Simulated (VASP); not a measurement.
# Sn (Fd-3m) in VASP: a series of runs, part 2 of 2

VASP 6.6.1. Earlier steps stand in the parts before.

**4. Single point, RPBE (36.67 Å³/atom)**

This run uses another cell than the first one, of 36.67 Å³/atom.

INCAR reads:

```
SYSTEM = Sn
ALGO = Normal
EDIFF = 1E-6
ENCUT = 520
GGA = RP
ISIF = 2
ISMEAR = -1
LASPH = .True.
LCHARG = .True.
LELF = .True.
LREAL = .False.
LVHAR = .True.
LWAVE = .False.
NBANDS = 21
NELM = 80
PREC = Accurate
SIGMA = 0.1
```

KPOINTS reads:

```
k-points
0
Gamma
  13 13 13
  0 0 0
```

POSCAR reads:

```
Sn
1.0
    0.0000000000      3.3222400949      3.3222400949
    3.3222400949      0.0000000000      3.3222400949
    3.3222400949      3.3222400949      0.0000000000
Sn
2
Direct
    0.5000000000      0.5000000000      0.5000000000
    0.7500000000      0.7500000000      0.7500000000
```

Potentials or basis: VASP PAW PBE potentials, release 64 (Sn_d).

The run is started by

```
> cat potpaw_PBE.64/Sn_d/POTCAR > POTCAR
> mpirun -np 1 vasp_std > vasp.out
```

OUTCAR:

```text
SYSTEM = Sn
   EDIFF = 1E-6
   ENCUT = 520
   GGA = RP
   ISIF = 2
   ISMEAR = -1
   LASPH = .True.
   LREAL = .False.
   NELM = 80
   PREC = Accurate

 ion  position               nearest neighbor table
   1  0.500  0.500  0.500-   2 2.88   2 2.88   2 2.88   2 2.88
   2  0.750  0.750  0.750-   1 2.88   1 2.88   1 2.88   1 2.88

  LATTYP: Found a face centered cubic cell.
 ALAT       =     6.6444801898

  Lattice vectors:

 A1 = (   0.0000000000,   3.3222400949,   3.3222400949)
 A2 = (   3.3222400949,   0.0000000000,   3.3222400949)
 A3 = (   3.3222400949,   3.3222400949,   0.0000000000)

Analysis of symmetry for initial positions (statically):
=====================================================================
 Subroutine PRICEL returns:
 Original cell was already a primitive cell.

 Routine SETGRP: Setting up the symmetry group for a
 face centered cubic supercell.

 Subroutine GETGRP returns: Found 48 space group operations
 (whereof 24 operations were pure point group operations)
 out of a pool of 48 trial point group operations.

The static configuration has the point symmetry T_d .
 The point group associated with its full space group is O_h .

Analysis of symmetry for dynamics (positions and initial velocities):
=====================================================================
 Subroutine PRICEL returns:
 Original cell was already a primitive cell.

 Routine SETGRP: Setting up the symmetry group for a
 face centered cubic supercell.

 Subroutine GETGRP returns: Found 48 space group operations
 (whereof 24 operations were pure point group operations)
 out of a pool of 48 trial point group operations.

The dynamic configuration has the point symmetry T_d .
 The point group associated with its full space group is O_h .

 Subroutine INISYM returns: Found 48 space group operations
 (whereof 24 operations are pure point group operations),
 and found     1 'primitive' translations

----------------------------------------------------------------------------------------

                                     Primitive cell

  volume of cell :      73.3370

  direct lattice vectors                    reciprocal lattice vectors
     0.000000000  3.322240095  3.322240095    -0.150500863  0.150500863  0.150500863
     3.322240095  0.000000000  3.322240095     0.150500863 -0.150500863  0.150500863
     3.322240095  3.322240095  0.000000000     0.150500863  0.150500863 -0.150500863

  length of vectors
     4.698357000  4.698357000  4.698357000     0.260675141  0.260675141  0.260675141

  position of ions in fractional coordinates (direct lattice)
     0.500000000  0.500000000  0.500000000
     0.750000000  0.750000000  0.750000000

  ion indices of the primitive-cell ions
   primitive index   ion index
                 1           1
                 2           2

----------------------------------------------------------------------------------------

 KPOINTS: k-points

Automatic generation of k-mesh.
 Grid dimensions read from file:
 generate k-points for:   13   13   13

 Generating k-lattice:

  Cartesian coordinates                     Fractional coordinates (reciprocal lattice)
    -0.011576989  0.011576989  0.011576989     0.076923077  0.000000000  0.000000000
     0.011576989 -0.011576989  0.011576989     0.000000000  0.076923077  0.000000000
     0.011576989  0.011576989 -0.011576989     0.000000000  0.000000000  0.076923077

  Length of vectors
     0.020051934  0.020051934  0.020051934

  Shift w.r.t. Gamma in fractional coordinates (k-lattice)
     0.000000000  0.000000000  0.000000000

 Subroutine IBZKPT returns following result:
 ===========================================

 Found     84 irreducible k-points:

 Following reciprocal coordinates:
            Coordinates               Weight
  0.000000  0.000000  0.000000      1.000000
  0.076923  0.000000  0.000000      8.000000
  0.153846  0.000000  0.000000      8.000000
  0.230769  0.000000  0.000000      8.000000
  0.307692  0.000000  0.000000      8.000000
  0.384615  0.000000  0.000000      8.000000
[... 16 lines left out ...]
  0.384615  0.153846  0.000000     24.000000
  0.461538  0.153846  0.000000     24.000000
 [... further k-points ...]
   k-points           NKPTS =     84   k-points in BZ     NKDIM =     84   number of bands    NBANDS=     21
   number of dos      NEDOS =    301   number of ions     NIONS =      2
   total plane-waves  NPLWV =  46656
   dimension x,y,z NGX =    36 NGY =   36 NGZ =   36
   dimension x,y,z NGXF=    72 NGYF=   72 NGZF=   72
   ions per type =               2
   NGX,Y,Z   is equivalent  to a cutoff of  12.74, 12.74, 12.74 a.u.
   NGXF,Y,Z  is equivalent  to a cutoff of  25.48, 25.48, 25.48 a.u.
 SYSTEM =  Sn
   PREC   = accura    normal or accurate (medium, high low for compatibility)
   ISTART =      0    job   : 0-new  1-cont  2-samecut
   ICHARG =      2    charge: 1-file 2-atom 10-const
   ISPIN  =      1    spin polarized calculation?
   LNONCOLLINEAR =      F non collinear calculations
   LSORBIT =      F    spin-orbit coupling
   LASPH  =      T    aspherical Exc in radial PAW
   ENCUT  =  520.0 eV  38.22 Ry    6.18 a.u.   8.74  8.74  8.74*2*pi/ulx,y,z
   NELM   =     80;   NELMIN=  2; NELMDL= -5     # of ELM steps
   EDIFF  = 0.1E-05   stopping-criterion for ELM
   LREAL  =      F    real-space projection
   EDIFFG = 0.1E-04   stopping-criterion for IOM
   NSW    =      0    number of steps for IOM
   IBRION =     -1    ionic relax: 0-MD 1-quasi-New 2-CG
   NFREE  =      0    steps in history (QN), initial steepest desc. (CG)
   ISIF   =      2    stress and relaxation
   ISYM   =      2    0-nonsym 1-usesym 2-fastsym
   POTIM  = 0.5000    time-step for ionic-motion
   TEBEG  =    0.0;   TEEND  =   0.0 temperature during run
   PSTRESS=    0.0 pullay stress
   NELECT =      28.0000    total number of electrons
   NUPDOWN=      -1.0000    fix difference up-down
   EMIN   =  10.00;   EMAX   =-10.00  energy-range for DOS
   EFERMI =   0.00;   METHOD = LEGACY
   ISMEAR =    -1;   SIGMA  =   0.10  broadening in eV -4-tet -1-fermi 0-gaus
   EFERMI_NEDOS =   21; number of points for ismear=-14 and -15
   IALGO  =     38    algorithm
   IMIX   =      4    mixing-type and parameters
     AMIX     =   0.40;   BMIX     =  1.00
     AMIX_MAG =   1.60;   BMIX_MAG =  1.00
  volume/ion in A,a.u.               =      36.67       247.45
  Fermi-wavevector in a.u.,A,eV,Ry     =   1.187645  2.244323 19.191013  1.410500
  Thomas-Fermi vector in A             =   2.323791
   LORBIT       =      0    0 simple, 1 ext, 2 COOP (PROOUT), +10 PAW based schemes
   GGA     = RP    functional components
   LHFCALC =     F    Hartree Fock is set to
   AEXX    =    0.0000 exact exchange contribution
   IVDW    =     0    specifies the selected vdW correction
   LEPSILON=     F    determine dielectric tensor
   LRPA    =     F    only Hartree local field effects (RPA)
 non-spin polarized calculation
  energy-cutoff  :      520.00
  volume of cell :       73.34
 maximum number of plane-waves:      1996
   NGX = 17   NGY = 17   NGZ = 17

 number of electron      28.0000004 magnetization

 Free energy of the ion-electron system (eV)
  ---------------------------------------------------
  ext. energy  EPLUGINS =         0.00000000
  ---------------------------------------------------
  free energy    TOTEN  =        -7.02896141 eV

  energy without entropy =       -7.02339290  energy(sigma->0) =       -7.02617716

 E-fermi :   5.0814     XC(G=0):  -8.3913

 val. band max:        5.0551099021   @ k =   0.3846   0.0000   0.0000
 cond. band min:       5.1252211113   @ k =   0.0000   0.0000   0.0000
 fundamental gap:      0.0701112092
 Fermi energy:         5.0814014558

 k-point     1 :       0.0000    0.0000    0.0000
  band No.  band energies     occupation
      1     -16.5616      2.00000
      2     -16.5616      2.00000
      3     -16.5616      2.00000
      4     -16.5124      2.00000
      5     -16.5124      2.00000
      6     -16.2573      2.00000
[... 13 lines left out ...]
     20      12.8068      0.00000
     21      12.8068      0.00000
[... 529 lines left out ...]
 k-point    24 :       0.4615    0.1538    0.0000
  band No.  band energies     occupation
      1     -16.6071      2.00000
      2     -16.5938      2.00000
      3     -16.5235      2.00000
      4     -16.4547      2.00000
      5     -16.4403      2.00000
      6     -16.3477      2.00000
[... 13 lines left out ...]
     20      13.6110      0.00000
     21      13.9160      0.00000

 [... further k-points ...]

------------------------ aborting loop because EDIFF is reached ----------------------------------------

  FORCE on cell =-STRESS in cart. coord.  units (eV):
  Direction    XX          YY          ZZ          XY          YZ          ZX
  --------------------------------------------------------------------------------------
  -------------------------------------------------------------------------------------
  Total        0.6343391      0.6343391      0.6343391      0.0000000      0.0000000      0.0000000
  in kB       13.8582705     13.8582705     13.8582705      0.0000000      0.0000000      0.0000000
  external PRESSURE =      13.8582705 kB  Pullay stress =       0.0000000 kB

 VOLUME and BASIS-vectors are now :
 -----------------------------------------------------------------------------
  energy-cutoff  :      520.00
  volume of cell :       73.34
      direct lattice vectors                 reciprocal lattice vectors
     0.000000000  3.322240095  3.322240095    -0.150500863  0.150500863  0.150500863
     3.322240095  0.000000000  3.322240095     0.150500863 -0.150500863  0.150500863
     3.322240095  3.322240095  0.000000000     0.150500863  0.150500863 -0.150500863

 POSITION                                       TOTAL-FORCE (eV/Angst)
 -----------------------------------------------------------------------------------
      3.32224      3.32224      3.32224        -0.000000      0.000000      0.000000
      4.98336      4.98336      4.98336         0.000000     -0.000000      0.000000
 -----------------------------------------------------------------------------------
    total drift:                                0.000000      0.000000      0.000000

  FREE ENERGIE OF THE ION-ELECTRON SYSTEM (eV)
  ---------------------------------------------------
  free  energy   TOTEN  =        -7.0289614054 eV

  energy  without entropy=       -7.0233929048  energy(sigma->0) =       -7.02617716
```

OSZICAR:

```text
N       E                     dE             d eps       ncg     rms          rms(c)
DAV:   1     0.229606787318E+03    0.22961E+03   -0.14909E+04  3563   0.189E+03
DAV:   2     0.180702932813E+02   -0.21154E+03   -0.20695E+03  3553   0.441E+02
DAV:   3    -0.621993694055E+01   -0.24290E+02   -0.24144E+02  4118   0.140E+02
DAV:   4    -0.700568261070E+01   -0.78575E+00   -0.78544E+00  4038   0.283E+01
DAV:   5    -0.703267812584E+01   -0.26996E-01   -0.26995E-01  5107   0.513E+00    0.295E+00
DAV:   6    -0.702377083710E+01    0.89073E-02   -0.21516E-02  4875   0.174E+00    0.178E+00
DAV:   7    -0.702467788549E+01   -0.90705E-03   -0.39854E-02  3935   0.207E+00    0.162E-01
DAV:   8    -0.702802021413E+01   -0.33423E-02   -0.69902E-03  3923   0.851E-01    0.469E-02
DAV:   9    -0.702878825641E+01   -0.76804E-03   -0.10302E-03  3916   0.224E-01    0.184E-02
DAV:  10    -0.702894487799E+01   -0.15662E-03   -0.31375E-04  4537   0.887E-02    0.774E-03
DAV:  11    -0.702896146852E+01   -0.16591E-04   -0.36819E-05  3983   0.514E-02    0.206E-03
DAV:  12    -0.702896140543E+01    0.63090E-07   -0.21974E-06  3315   0.176E-02
   1 F= -.70289614E+01 E0= -.70261772E+01  d E =-.556850E-02
```

Wall time 74 s (1 thread of AMD EPYC 9R45 (Zen 5), shared host); peak memory 0.23 GiB.

What came out:

```yaml
Free_energy: -7.0290 eV
Pressure: 1.4 GPa
Band_gap_on_the_k_mesh: zero (bands 14 and 15 overlap by 0.14 eV)
```

Caveat: the PAW data sets were made with another functional, which shifts forces and pressure a little; spin-orbit coupling is left out, which moves the levels of the heavy elements.

**5. Single point, RPBE**

This run uses another cell than the first one, of 38.20 Å³/atom.

INCAR reads:

```
SYSTEM = Sn
  PREC = Accurate
  ENCUT = 520
  EDIFF = 1E-6
  ISMEAR = -1
  SIGMA = 0.1
  LREAL = .False.
  LASPH = .True.
  NELM = 100
  ALGO = Normal
  ISIF = 2
  LWAVE = .False.
  LCHARG = .False.
  GGA = RP
  NBANDS = 21
```

KPOINTS reads:

```
Automatic mesh
0
Gamma
  13 13 13
  0 0 0
```

POSCAR reads:

```
Sn
1.0
    0.0000000000      3.3677558892      3.3677558892
    3.3677558892      0.0000000000      3.3677558892
    3.3677558892      3.3677558892      0.0000000000
Sn
2
Direct
    0.5000000000      0.5000000000      0.5000000000
    0.7500000000      0.7500000000      0.7500000000
```

The run is started by

```
> cat potpaw_PBE.64/Sn_d/POTCAR > POTCAR
> mpirun -np 1 vasp_std > vasp.out
```

Run time: 72 s. Hardware: 1 thread of AMD EPYC 9R45 (Zen 5), shared host; peak memory 0.23 GiB.

The run converged. Its results:

```
Free energy            : -7.0417 eV
Pressure               : -0.1 GPa
Band gap on the k mesh : zero (bands 14 and 15 overlap by 0.21 eV)
```

Levels at points of the mesh, in eV from the Fermi level:
```
           k point  band 12  band 13  band 14  band 15  band 16  band 17
(0.00, 0.00, 0.00)    -1.33     0.06     0.06     0.06     2.13     2.13
```

Caveat: the PAW data sets were made with another functional, which shifts forces and pressure a little; spin-orbit coupling is left out, which moves the levels of the heavy elements.

**6. Single point, RPBE (39.72 Å³/atom)**

This run uses another cell than the first one, of 39.72 Å³/atom.

INCAR reads:

```
SYSTEM = Sn
PREC     = Accurate       ! precision mode
ENCUT    = 520            ! plane-wave cutoff, eV
EDIFF    = 1E-6           ! SCF threshold, eV
ISMEAR   = -1             ! smearing method
SIGMA    = 0.1            ! smearing width, eV
LREAL    = .False.        ! projectors in reciprocal space
LASPH    = .True.         ! aspherical terms in the spheres
NELM     = 100            ! most SCF steps
ALGO     = Normal         ! electronic algorithm
ISIF     = 2              ! what is computed and relaxed
LWAVE    = .False.        ! write WAVECAR
LCHARG   = .False.        ! write CHGCAR
GGA      = RP             ! functional
NBANDS   = 21             ! bands
```

KPOINTS is that of step 5.

POSCAR reads:

```
Sn
1.0
    0.0000000000      3.4120735489      3.4120735489
    3.4120735489      0.0000000000      3.4120735489
    3.4120735489      3.4120735489      0.0000000000
Sn
2
Direct
    0.5000000000      0.5000000000      0.5000000000
    0.7500000000      0.7500000000      0.7500000000
```

Potentials or basis: VASP PAW PBE potentials, release 64 (Sn_d).

The run is started by

```
> cat potpaw_PBE.64/Sn_d/POTCAR > POTCAR
> mpirun -np 1 vasp_std > vasp.out
```

It took 73 s on 1 thread of AMD EPYC 9R45 (Zen 5), shared host; peak memory 0.24 GiB.

The run converged. Its results:

- Free energy: -7.0300 eV
- Pressure: -1.2 GPa
- Band gap on the k mesh: zero (bands 14 and 15 overlap by 0.26 eV)

Levels at points of the mesh, in eV from the Fermi level:
| k point | band 11 | band 12 | band 13 | band 14 | band 15 | band 16 | band 17 | band 18 |
| --- | --- | --- | --- | --- | --- | --- | --- | --- |
| (0.00, 0.00, 0.00) | -9.66 | -1.56 | 0.08 | 0.08 | 0.08 | 2.13 | 2.13 | 2.13 |

Caveat: the PAW data sets were made with another functional, which shifts forces and pressure a little; spin-orbit coupling is left out, which moves the levels of the heavy elements.

**7. Overview**

| cell | gap on the mesh (eV) | pressure (GPa) |
| --- | --- | --- |
| a = 4.564 Å, angles 60.0°, 2 atoms | none | 5.5 |
| a = 4.632 Å, angles 60.0°, 2 atoms | none | 3.2 |
| a = 4.698 Å, angles 60.0°, 2 atoms | none | 1.4 |
| a = 4.763 Å, angles 60.0°, 2 atoms | none | -0.1 |
| a = 4.825 Å, angles 60.0°, 2 atoms | none | -1.2 |

Alike in all rows: task single point; level RPBE; potentials or basis VASP PAW PBE potentials, release 64 (Sn_d); no spin polarisation; k mesh 13 × 13 × 13; cutoff (eV) 520; smearing fermi-dirac 0.1 eV.

Caveats: the PAW data sets were made with another functional, which shifts forces and pressure a little; spin-orbit coupling is left out, which moves the levels of the heavy elements; the cell stands under pressure (at least some runs).

Total energies depend on the potentials used, so only differences within one code and one set of settings carry meaning.
